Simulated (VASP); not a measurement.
A run of VASP 6.6.1:

The input INCAR:

```
SYSTEM = KSrBr3
PREC = Accurate
ENCUT = 520
EDIFF = 1E-6
ISMEAR = 0
SIGMA = 0.01
LREAL = .False.
LASPH = .True.
NELM = 60
ALGO = Normal
ISIF = 2
LWAVE = .False.
LCHARG = .False.
GGA = PE
NBANDS = 28
```

Contents of KPOINTS:

```
Automatic mesh
0
Gamma
  4 4 4
  0 0 0
```

POSCAR

```
KSrBr3
1.0
    6.0438241397      0.0000000000      0.0000000000
    0.0000000000      6.0438241397      0.0000000000
    0.0000000000      0.0000000000      6.0438241397
K Sr Br
1 1 3
Direct
    0.0000000000      0.0000000000      0.0000000000
    0.5000000000      0.5000000000      0.5000000000
    0.5000000000      0.5000000000      0.0000000000
    0.5000000000      0.0000000000      0.5000000000
    0.0000000000      0.5000000000      0.5000000000
```

Potentials or basis: VASP PAW PBE potentials, release 64 (K_sv, Sr_sv, Br).

The run is started by

```sh
$ cat potpaw_PBE.64/K_sv/POTCAR potpaw_PBE.64/Sr_sv/POTCAR potpaw_PBE.64/Br/POTCAR > POTCAR
$ mpirun -np 1 vasp_std > vasp.out
```

Hardware: 1 thread of Intel Xeon 8259CL, on a shared host.

**Question.** Estimate the wall time of this run.

**Answer.** Wall time 100 s on 1 thread of Intel Xeon 8259CL, on a shared host, peak memory 0.35 GiB. Counts: scf iterations 14, k points 10.
